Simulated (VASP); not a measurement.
Here is a VASP 6.6.1 calculation.

INCAR

```
SYSTEM = BP
PREC = Accurate
ENCUT = 500
EDIFF = 1E-6
ISMEAR = -1
SIGMA = 0.02
LREAL = .False.
LASPH = .True.
NELM = 200
ALGO = Normal
ISIF = 2
LWAVE = .False.
LCHARG = .True.
ISPIN = 2
MAGMOM = 0 0
LORBIT = 11
GGA = PS
LELF = .True.
LVHAR = .True.
NBANDS = 15
GGA_COMPAT = .False.
```

KPOINTS

```
Automatic mesh
0
Gamma
  8 8 8
  0 0 0
```

The input POSCAR:

```
BP
1.0
    0.0000000000      2.1554244706      2.1554244706
    2.1554244706      0.0000000000      2.1554244706
    2.1554244706      2.1554244706      0.0000000000
B P
1 1
Direct
    0.0000000000      0.0000000000      0.0000000000
    0.5000000000      0.5000000000      0.5000000000
```

Potentials or basis: VASP PAW PBE potentials, release 64 (B, P).

Run with:

```sh
$ cat potpaw_PBE.64/B/POTCAR potpaw_PBE.64/P/POTCAR > POTCAR
$ mpirun -np 1 vasp_std > vasp.out
```

Problem. Predict the net moment.

Solution. 0.00 μB per cell.

Problem. What does it give for the pressure?

Solution. -3.5 GPa.

Caveat: the PAW data sets were made with another functional, which shifts forces and pressure a little.
